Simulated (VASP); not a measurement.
Cd2SO: single point with PBE

The system is Cd2SO.

```
O Cd S
1.0
     3.91897    0.00000    0.00000
     0.00000    3.91897    0.00000
     0.00000    0.00000    5.28804
O Cd S
1 2 1
Cartesian
  0.0000 0.0000 0.0000
  0.0000 1.9595 4.2138
  1.9595 0.0000 1.0743
  1.9595 1.9595 2.6440
```

```json
{
  "Program": "VASP 6.6.1",
  "Task": "single point",
  "Functional": "PBE",
  "Potentials or basis": "VASP PAW PBE potentials, release 64 (O, Cd, S)",
  "Cutoff": "520 eV",
  "k mesh": "6 × 6 × 6",
  "Occupations": "fermi-dirac, width 0.02 eV",
  "Spin": "no spin polarisation"
}
```

```
Pressure               : 3.0 GPa
Largest force          : 0.147 eV/Å
Band gap on the k mesh : zero (filled and empty bands touch)
```

Forces on the atoms (eV/Å):
```
O    0.000  0.000  0.000
Cd   0.000  0.000 -0.147
Cd   0.000  0.000  0.147
S    0.000  0.000  0.000
```

Stress tensor (GPa, compression positive):
```
3.09 0.00 0.00
0.00 3.09 0.00
0.00 0.00 2.90
```

Levels at points of the mesh, in eV from the Fermi level:
| k point | band 16 | band 17 | band 18 | band 19 | band 20 | band 21 |
| --- | --- | --- | --- | --- | --- | --- |
| (0.00, 0.00, 0.00) | -0.09 | -0.03 | -0.02 | -0.02 | 4.45 | 5.45 |
| (0.50, 0.00, 0.00) | -1.63 | -1.35 | -0.29 | 3.69 | 4.09 | 6.06 |
| (0.50, 0.50, 0.00) | -1.70 | -1.70 | -1.53 | 3.48 | 4.15 | 5.56 |
| (0.00, 0.00, 0.50) | -1.48 | -0.46 | -0.46 | 2.75 | 3.87 | 5.90 |
| (0.50, 0.00, 0.50) | -0.75 | -0.74 | -0.25 | 2.23 | 4.61 | 5.83 |
| (0.50, 0.50, 0.50) | -2.21 | -1.99 | -1.99 | 5.15 | 5.15 | 5.46 |

Run time: 110 s on 1 thread of Intel Xeon 8259CL (shared host), peak memory 0.23 GiB.

Caveat: the cell stands under pressure; semilocal functionals underestimate gaps, so a narrow gap can read as zero.
